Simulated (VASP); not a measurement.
A run of VASP 6.6.1:

Contents of INCAR:

```
  PREC = Accurate
  ENCUT = 520
  EDIFF = 1E-7
  ISMEAR = -1
  SIGMA = 0.05
  LREAL = F
  LASPH = T
  NELM = 80
  ALGO = Fast
  ISIF = 2
  LWAVE = F
  LCHARG = T
  GGA = PE
  LELF = T
  LVHAR = T
  NBANDS = 24
```

Contents of KPOINTS:

```
regular mesh
0
Gamma
  10 10 10
```

POSCAR

```
Ag
1.0
    1.4631606428      0.8447561911      7.1562951873
   -1.4631606428      0.8447561911      7.1562951873
    0.0000000000     -1.6895123820      7.1562951873
Ag
3
Direct
    0.2222810000      0.2222810000      0.2222810000
    0.7777190000      0.7777190000      0.7777190000
    0.0000000000      0.0000000000      0.0000000000
```

Potentials or basis: VASP PAW PBE potentials, release 64 (Ag).

Launch:

```console
$ cat potpaw_PBE.64/Ag/POTCAR > POTCAR
$ mpirun -np 1 vasp_std > vasp.out
```

Hardware: 1 thread of Intel(R) Xeon(R) 6975P-C (Granite Rapids), on a shared host.

Question: Estimate the wall time of this run.

Answer: Wall time 16 min on 1 thread of Intel(R) Xeon(R) 6975P-C (Granite Rapids), on a shared host, peak memory 0.47 GiB. Counts: scf iterations 13, k points 116.
